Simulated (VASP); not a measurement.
Set up this calculation in VASP 6.6.1, as the native input.

```yaml
Task: single point
Functional: PBE
Potentials_or_basis: VASP PAW PBE potentials, release 64 (Al, N)
Cutoff: 520 eV
k_mesh: 8 × 6 × 4
Occupations: gaussian, width 0.05 eV
Spin: no spin polarisation
Dipole_correction: no
Further_INCAR_settings: ALGO = Normal; EDIFF = 1e-06; NBANDS = 26
```

The structure of AlN lies in POSCAR:

```
AlN
1.0
   -3.3134793387      0.0000000000      0.0000000000
    0.0000000000      0.0000000000     -4.1875902400
    0.0000000000     -5.7391145645      0.0000000000
Al N
4 4
Direct
    0.5111061504      0.2269417053      0.1666666667
   -0.0111061504      0.2269417053      0.6666666667
    0.0111061504      0.7269417053      0.3333333333
    0.4888938496      0.7269417053      0.8333333333
    0.5107008202      0.7944169533      0.1666666667
   -0.0107008202      0.7944169533      0.6666666667
    0.0107008202      0.2944169533      0.3333333333
    0.4892991798      0.2944169533      0.8333333333
```

This cell differs from its parent crystal: mode 4 frozen in at -0.037 Å and mode 5 at -0.186 Å (largest displacements).

One way to write it, as run:

INCAR

```
PREC     = Accurate       # precision mode
ENCUT    = 520            # plane-wave cutoff, eV
EDIFF    = 1E-6           # SCF threshold, eV
ISMEAR   = 0              # smearing method
SIGMA    = 0.05           # smearing width, eV
LREAL    = F              # projectors in reciprocal space
LASPH    = T              # aspherical terms in the spheres
NELM     = 60             # most SCF steps
ALGO     = Normal         # electronic algorithm
ISIF     = 2              # what is computed and relaxed
LWAVE    = F              # write WAVECAR
LCHARG   = T              # write CHGCAR
GGA      = PE             # functional
LELF     = T              # ELF
LVHAR    = T            
NBANDS   = 26             # bands
```

KPOINTS

```
Automatic mesh
0
Gamma
  8 6 4
```

Potentials or basis: VASP PAW PBE potentials, release 64 (Al, N).

The run is started by

```bash
$ cat potpaw_PBE.64/Al/POTCAR potpaw_PBE.64/N/POTCAR > POTCAR
$ mpirun -np 1 vasp_std > vasp.out
```

It gave:

```yaml
Pressure: 7.4 GPa
Largest_force: 1.568 eV/Å
Band_gap_on_the_k_mesh: 3.59 eV
```

Caveat: the cell differs from its parent crystal (mode 4 frozen in at -0.037 Å and mode 5 at -0.186 Å (largest displacements)); forces of over 1 eV/Å act on the atoms, so gaps and moduli don't describe the material at rest.

It took 54 s on 1 thread of Intel(R) Xeon(R) 6975P-C (Granite Rapids) (shared host), peak memory 0.24 GiB.
